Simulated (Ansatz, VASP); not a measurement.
Two plane-wave programs on O

The input INCAR:

```
PREC = Accurate
ENCUT = 600
EDIFF = 1E-6
ISMEAR = 0
SIGMA = 0.1
LREAL = False
LASPH = True
NELM = 120
ALGO = Normal
ISIF = 2
LWAVE = False
LCHARG = False
GGA = RP
NBANDS = 13
GGA_COMPAT = False
```

Contents of KPOINTS:

```
regular mesh
0
Gamma
  6 6 6
```

POSCAR

```
O
1.0
    1.4233490221      0.8217709410      3.4083000000
   -1.4233490221      0.8217709410      3.4083000000
    0.0000000000     -1.6435418821      3.4083000000
O
2
Direct
    0.0577000000      0.0577000000      0.0577000000
    0.9423000000      0.9423000000      0.9423000000
```

Input for Ansatz:

```yaml
crystal:
  lattice:
    - [1.4233490221, 0.821770941, 3.4083]
    - [-1.4233490221, 0.821770941, 3.4083]
    - [0.0, -1.6435418821, 3.4083]
  atoms:
    - { symbol: O, position: [0.0577, 0.0577, 0.0577] }
    - { symbol: O, position: [0.9423, 0.9423, 0.9423] }
basis:
  ecutwfc: 420
  ecutrho_ratio: 10
  xc_grid: 1
kpoints:
  mp_grid: { grid: [6, 6, 6] }
hamiltonian:
  xc: rpbe
scf:
  occupations: { method: gaussian, width: 0.1 }
output:
  forces: true
  stress: true
  eigenvalues: false
```

Alike in both runs: task single point; functional RPBE; k mesh 6 × 6 × 6; occupations gaussian, width 0.1 eV; no spin polarisation.

|  | VASP | Ansatz |
| --- | --- | --- |
| version | VASP 6.6.1 | Ansatz 0.2.0 |
| potentials or method | VASP PAW PBE potentials, release 64 (O), cutoff 600 eV | scalar-relativistic, plane waves, PAW |
| valence electrons in the cell | 12 | 12 |

|  | VASP | Ansatz | Ansatz less VASP |
| --- | --- | --- | --- |
| pressure (GPa) | 13.2 | 9.5 | -3.70 |
| traceless stress, the component that is largest in VASP (GPa) | 31.96 | 23.68 | -8.282 |
| rms of the force components (eV/Å) | 2.627 | 1.698 | -0.9285 |

VASP's potentials were made for PBE, not for RPBE. Atom by atom the forces differ by 0.928 eV/Å (rms over components). With one functional, cell and mesh, what is left measures potentials, basis and numerics.

The k mesh is coarse, so the values compare programs but aren't converged. Noted on VASP's run: the standard files for N, O and F lose accuracy on very short bonds; spin is off for a triplet molecule.
